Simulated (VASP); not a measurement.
# HfH2 (I4/mmm) in VASP: vibrations by perturbation theory with PBEsol

Aim: the vibrations by perturbation theory of HfH2 with PBEsol.

Everything below comes from runs of VASP 6.6.1. Logs are shortened: lines on timing, memory, paths and dates and some standing lists are left out, and cuts for length are marked.

## Step 1: The cell of the first run

Symmetry: I4/mmm, No. 139, tetragonal system. The conventional cell has a = 3.440 Å, b = 3.440 Å, c = 4.218 Å, α = 90.00°, β = 90.00°, γ = 90.00°. Within 2.7 Å of Hf (site symmetry 4/mmm) lie 8 H at 2.02 Å. H (site symmetry -4m2) has 4 Hf at 2.02 Å and 6 H at 2.11 to 2.43 Å within 2.7 Å.

## Step 2: Vibrations by perturbation theory, PBEsol (8.32 Å³/atom)

Contents of INCAR:

```
SYSTEM = HfH2
PREC = Accurate ; ENCUT = 520
EDIFF = 1E-8 ; ISMEAR = -1
SIGMA = 0.15 ; LREAL = .False.
LASPH = .True. ; NELM = 80
ALGO = Normal ; ISIF = 2
LWAVE = .False. ; LCHARG = .False.
GGA = PS ; NBANDS = 13
IBRION = 8 ; NSW = 1
```

Contents of KPOINTS:

```
regular mesh
0
Gamma
  16 16 16
  0 0 0
```

Contents of POSCAR:

```
HfH2
1.0
   -1.7201285949      1.7201285949      2.1089524532
    1.7201285949     -1.7201285949      2.1089524532
    1.7201285949      1.7201285949     -2.1089524532
Hf H
1 2
Direct
    0.0000000000      0.0000000000      0.0000000000
    0.7500000000      0.2500000000      0.5000000000
    0.2500000000      0.7500000000      0.5000000000
```

Potentials or basis: VASP PAW PBE potentials, release 64 (Hf_pv, H).

On the command line:

```console
> cat potpaw_PBE.64/Hf_pv/POTCAR potpaw_PBE.64/H/POTCAR > POTCAR
> mpirun -np 1 vasp_std > vasp.out
```

OUTCAR:

```text
SYSTEM = HfH2
   PREC = Accurate
   ENCUT = 520
   EDIFF = 1E-8
   ISMEAR = -1
   LREAL = .False.
   LASPH = .True.
   NELM = 80
   ISIF = 2
   GGA = PS
   IBRION = 8
   NSW = 1

 ion  position               nearest neighbor table
   1  0.000  0.000  0.000-   2 2.02   3 2.02   2 2.02   3 2.02   2 2.02   3 2.02   2 2.02   3 2.02

   2  0.750  0.250  0.500-   1 2.02   1 2.02   1 2.02   1 2.02
   3  0.250  0.750  0.500-   1 2.02   1 2.02   1 2.02   1 2.02

  LATTYP: Found a body centered tetragonal cell.
 ALAT       =     3.4402571898
 C/A-ratio  =     1.2260434827

  Lattice vectors:

 A1 = (  -1.7201285949,   1.7201285949,   2.1089524532)
 A2 = (   1.7201285949,  -1.7201285949,   2.1089524532)
 A3 = (   1.7201285949,   1.7201285949,  -2.1089524532)

Analysis of symmetry for initial positions (statically):
=====================================================================
 Subroutine PRICEL returns:
 Original cell was already a primitive cell.

 Routine SETGRP: Setting up the symmetry group for a
 body centered tetragonal supercell.

 Subroutine GETGRP returns: Found 16 space group operations
 (whereof 16 operations were pure point group operations)
 out of a pool of 16 trial point group operations.

The static configuration has the point symmetry D_4h.

Analysis of symmetry for dynamics (positions and initial velocities):
=====================================================================
 Subroutine PRICEL returns:
 Original cell was already a primitive cell.

 Routine SETGRP: Setting up the symmetry group for a
 body centered tetragonal supercell.

 Subroutine GETGRP returns: Found 16 space group operations
 (whereof 16 operations were pure point group operations)
 out of a pool of 16 trial point group operations.

The dynamic configuration has the point symmetry D_4h.

 Subroutine INISYM returns: Found 16 space group operations
 (whereof 16 operations are pure point group operations),
 and found     1 'primitive' translations

----------------------------------------------------------------------------------------

                                     Primitive cell

  volume of cell :      24.9602

  direct lattice vectors                    reciprocal lattice vectors
    -1.720128595  1.720128595  2.108952453     0.000000000  0.290675942  0.237084529
     1.720128595 -1.720128595  2.108952453     0.290675942  0.000000000  0.237084529
     1.720128595  1.720128595 -2.108952453     0.290675942  0.290675942  0.000000000

  length of vectors
     3.219528726  3.219528726  3.219528726     0.375102089  0.375102089  0.411077860

  position of ions in fractional coordinates (direct lattice)
     0.000000000  0.000000000  0.000000000
     0.750000000  0.250000000  0.500000000
     0.250000000  0.750000000  0.500000000

  ion indices of the primitive-cell ions
   primitive index   ion index
                 1           1
                 2           2
                 3           3

----------------------------------------------------------------------------------------

 KPOINTS: regular mesh

Automatic generation of k-mesh.
 Grid dimensions read from file:
 generate k-points for:   16   16   16

 Generating k-lattice:

  Cartesian coordinates                     Fractional coordinates (reciprocal lattice)
     0.000000000  0.018167246  0.014817783     0.062500000  0.000000000 -0.000000000
     0.018167246  0.000000000  0.014817783     0.000000000  0.062500000 -0.000000000
     0.018167246  0.018167246  0.000000000     0.000000000  0.000000000  0.062500000

  Length of vectors
     0.023443881  0.023443881  0.025692366

  Shift w.r.t. Gamma in fractional coordinates (k-lattice)
     0.000000000  0.000000000  0.000000000

 Subroutine IBZKPT returns following result:
 ===========================================

 Found    349 irreducible k-points:

 Following reciprocal coordinates:
            Coordinates               Weight
  0.000000  0.000000  0.000000      1.000000
  0.062500  0.000000  0.000000      8.000000
  0.125000  0.000000  0.000000      8.000000
  0.187500  0.000000  0.000000      8.000000
  0.250000  0.000000  0.000000      8.000000
[... 52 lines left out ...]
   EFERMI =   0.00;   METHOD = LEGACY
   ISMEAR =    -1;   SIGMA  =   0.15  broadening in eV -4-tet -1-fermi 0-gaus
   EFERMI_NEDOS =   21; number of points for ismear=-14 and -15
   IALGO  =     38    algorithm
   IMIX   =      4    mixing-type and parameters
     AMIX     =   0.40;   BMIX     =  1.00
     AMIX_MAG =   1.60;   BMIX_MAG =  1.00
  volume/ion in A,a.u.               =       8.32        56.15
  Fermi-wavevector in a.u.,A,eV,Ry     =   1.282485  2.423546 22.378433  1.644768
  Thomas-Fermi vector in A             =   2.414794
   LORBIT       =      0    0 simple, 1 ext, 2 COOP (PROOUT), +10 PAW based schemes
   GGA     = PS    functional components
   LHFCALC =     F    Hartree Fock is set to
   AEXX    =    0.0000 exact exchange contribution
   IVDW    =     0    specifies the selected vdW correction
   LEPSILON=     F    determine dielectric tensor
   LRPA    =     F    only Hartree local field effects (RPA)
 non-spin polarized calculation
  energy-cutoff  :      520.00
  volume of cell :       24.96
 maximum number of plane-waves:       693
   NGX = 11   NGY = 11   NGZ = 11

--------------------------------------- Ionic step        1  -------------------------------------------

 number of electron      12.0000003 magnetization

 Free energy of the ion-electron system (eV)
  ---------------------------------------------------
  ext. energy  EPLUGINS =         0.00000000
  ---------------------------------------------------
  free energy    TOTEN  =       -18.80620952 eV

  energy without entropy =      -18.76367245  energy(sigma->0) =      -18.78494099

 E-fermi :   5.5932     XC(G=0): -11.7845

 val. band max:        5.5917709232   @ k =  -0.2500  -0.3125   0.2500
 cond. band min:       5.6172148877   @ k =  -0.1875   0.4375   0.1875
 fundamental gap:      0.0254439644
 Fermi energy:         5.5931631748

 k-point     1 :       0.0000    0.0000    0.0000
  band No.  band energies     occupation
      1     -25.1415      2.00000
      2     -25.1415      2.00000
      3     -25.0788      2.00000
      4      -5.9726      2.00000
      5       4.4312      1.99914
      6       5.0900      1.93251
      7       5.0900      1.93251
      8       6.0587      0.08590
      9       7.4046      0.00001
     10       8.9841      0.00000
     11      17.5420      0.00000
     12      17.5420      0.00000
     13      17.6180      0.00000
[... 354 lines left out ...]
  band No.  band energies     occupation
      1     -25.1703      2.00000
      2     -25.1457      2.00000
      3     -25.0887      2.00000
      4      -5.8292      2.00000
      5       3.3663      2.00000
      6       5.2148      1.85141
      7       6.1206      0.05771
      8       6.3105      0.01662
      9       7.2612      0.00003
     10       8.8548      0.00000
     11      16.6785      0.00000
     12      17.6862      0.00000
     13      18.2464      0.00000

 [... further k-points ...]

------------------------ aborting loop because EDIFF is reached ----------------------------------------

  FORCE on cell =-STRESS in cart. coord.  units (eV):
  Direction    XX          YY          ZZ          XY          YZ          ZX
  --------------------------------------------------------------------------------------
  -------------------------------------------------------------------------------------
  Total        0.3864367      0.3864367      0.3916489      0.0000000      0.0000000      0.0000000
  in kB       24.8050641     24.8050641     25.1396283      0.0000000      0.0000000      0.0000000
  external PRESSURE =      24.9165855 kB  Pullay stress =       0.0000000 kB

 VOLUME and BASIS-vectors are now :
 -----------------------------------------------------------------------------
  energy-cutoff  :      520.00
  volume of cell :       24.96
      direct lattice vectors                 reciprocal lattice vectors
    -1.720128595  1.720128595  2.108952453     0.000000000  0.290675942  0.237084529
     1.720128595 -1.720128595  2.108952453     0.290675942  0.000000000  0.237084529
     1.720128595  1.720128595 -2.108952453     0.290675942  0.290675942  0.000000000

 POSITION                                       TOTAL-FORCE (eV/Angst)
 -----------------------------------------------------------------------------------
      0.00000      0.00000      0.00000         0.000000      0.000000      0.000000
      0.00000      1.72013      1.05448        -0.000000      0.000000     -0.000000
      1.72013      0.00000      1.05448         0.000000     -0.000000     -0.000000
 -----------------------------------------------------------------------------------
    total drift:                                0.000000      0.000000      0.000000

  FREE ENERGIE OF THE ION-ELECTRON SYSTEM (eV)
  ---------------------------------------------------
  free  energy   TOTEN  =       -18.8062095224 eV

  energy  without entropy=      -18.7636724485  energy(sigma->0) =      -18.78494099

[... ionic steps 2 to 3 ...]

--------------------------------------- Ionic step        4  -------------------------------------------

------------------------ aborting loop because EDIFF is reached ----------------------------------------
[... 11 lines left out ...]
[... ionic steps 8 to 8 ...]

--------------------------------------- Ionic step        9  -------------------------------------------

 Free energy of the ion-electron system (eV)
  ---------------------------------------------------
  ---------------------------------------------------
  free energy    TOTEN  =        -0.01729267 eV

  energy without entropy =       -0.01729267

------------------------ aborting loop because EDIFF is reached ----------------------------------------

 INTERNAL STRAIN TENSOR  FOR ION    2  DIRECTION 3   (eV/Angst):
 -----------------------------------------------------------------------------
     4.77975  0.00000  0.00000
     0.00000 -4.77905  0.00000
     0.00000  0.00000  0.00060

 INTERNAL STRAIN TENSOR FOR ION    3 for displacements in x,y,z  (eV/Angst):
          X           Y           Z          XY          YZ          ZX
  --------------------------------------------------------------------------------
  x     0.00000     0.00000     0.00000     0.00000     0.00000    -4.95288
  y     0.00000     0.00000     0.00000     0.00000     4.95220     0.00000
  z    -4.77940     4.77940     0.00000     0.00000     0.00000     0.00000

 SECOND DERIVATIVES (NOT SYMMETRIZED)
 ------------------------------------
               1X          1Y          1Z          2X          2Y          2Z          3X          3Y          3Z
  1X    -9.206431    0.000000    0.000000    4.603216    0.000000    0.000000    4.603216    0.000000    0.000000
  1Y     0.000000   -9.206431    0.000000    0.000000    4.603216    0.000000    0.000000    4.603216    0.000000
  1Z     0.000000    0.000000  -10.166344    0.000000    0.000000    5.083172    0.000000    0.000000    5.083172
  2X     4.599092   -0.000000    0.000000   -5.382021    0.000000    0.000000    0.782929    0.000000    0.000000
  2Y     0.000000    4.599092    0.000000    0.000000   -5.382021    0.000000   -0.000000    0.782929    0.000000
  2Z     0.000000    0.000000    5.075767    0.000000   -0.000000   -6.150969    0.000000    0.000000    1.075202
  3X     4.599092   -0.000000    0.000000    0.782929    0.000000    0.000000   -5.382021    0.000000    0.000000
  3Y     0.000000    4.599092    0.000000   -0.000000    0.782929    0.000000    0.000000   -5.382021    0.000000
  3Z     0.000000    0.000000    5.075767    0.000000    0.000000    1.075202    0.000000   -0.000000   -6.150969

 Eigenvectors and eigenvalues of the dynamical matrix
 ----------------------------------------------------

   1 f  =   42.024721 THz   264.049111 2PiTHz 1401.793812 cm-1   173.800204 meV
             X         Y         Z           dx          dy          dz
      0.000000  0.000000  0.000000     0.000000    0.000000    0.000000
      0.000000  1.720129  1.054476     0.000000    0.000000   -0.707107
      1.720129  0.000000  1.054476    -0.000000   -0.000000    0.707107
[... 43 lines left out ...]
   9 f/i=    0.002705 THz     0.016993 2PiTHz    0.090214 cm-1     0.011185 meV
             X         Y         Z           dx          dy          dz
      0.000000  0.000000  0.000000    -0.000000   -0.000000   -0.994436
      0.000000  1.720129  1.054476    -0.000000   -0.000000   -0.074488
      1.720129  0.000000  1.054476    -0.000000   -0.000000   -0.074488

--------------------------------------------------------------------------------------------------------

 ELASTIC MODULI CONTR FROM IONIC RELAXATION (kBar)
 Direction    XX          YY          ZZ          XY          YZ          ZX
 --------------------------------------------------------------------------------
 XX        -405.8168    405.8168      0.0000      0.0000     -0.0000      0.0000
 YY         405.8168   -405.8168      0.0000      0.0000      0.0000     -0.0000
 ZZ           0.0000      0.0000      0.0000      0.0000      0.0000      0.0000
 XY           0.0000      0.0000      0.0000      0.0000      0.0000      0.0000
 YZ          -0.0000      0.0000      0.0000      0.0000   -510.6916      0.0000
 ZX           0.0000     -0.0000      0.0000      0.0000      0.0000   -510.8322
 --------------------------------------------------------------------------------
```

Run time: 13 min. Hardware: 1 thread of Intel Xeon 8259CL, shared host; peak memory 0.81 GiB.

Results:

```
Highest phonon frequency at Γ : 1402 cm⁻¹
```

Phonon frequencies in cm⁻¹ (negative: imaginary):
```tsv
q point	frequencies
(0.000, 0.000, 0.000)	0 0 0 1125 1125 1181 1295 1295 1402
```

Caveat: the cell stands under pressure or tension, which shifts response properties; the PAW data sets were made with another functional, which shifts forces and pressure a little; spin-orbit coupling is left out, which moves the levels of the heavy elements.
